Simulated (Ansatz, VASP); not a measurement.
One calculation of CaO, two programs

```
Ca O
1.0
     0.00000    2.35364    2.35364
     2.35364    0.00000    2.35364
     2.35364    2.35364    0.00000
Ca O
1 1
Direct
  0.50000 0.50000 0.50000
  0.00000 0.00000 0.00000
```

Alike in both runs: task single point; functional LDA; k mesh 8 × 8 × 8; occupations gaussian, width 0.05 eV; no spin polarisation.

|  | VASP | Ansatz |
| --- | --- | --- |
| version | VASP 6.6.1 | Ansatz 0.2.0 |
| potentials or method | VASP PAW LDA potentials, release 64 (Ca_sv, O_h), cutoff 1340 eV | scalar-relativistic, plane waves, PAW |
| valence electrons in the cell | 16 | 16 |

Ansatz gave:

```
gap on the k mesh at the Fermi level (eV) : 3.45
least direct gap on the mesh (eV)         : 3.81
pressure (GPa)                            : 0.0
```

Question: Estimate VASP's values.

Answer: gap on the k mesh at the Fermi level (eV): 3.42; least direct gap on the mesh (eV): 3.78; pressure (GPa): 1.0.

LDA's correlation is that of Perdew and Zunger in VASP and of Perdew and Wang (1992) in Ansatz.
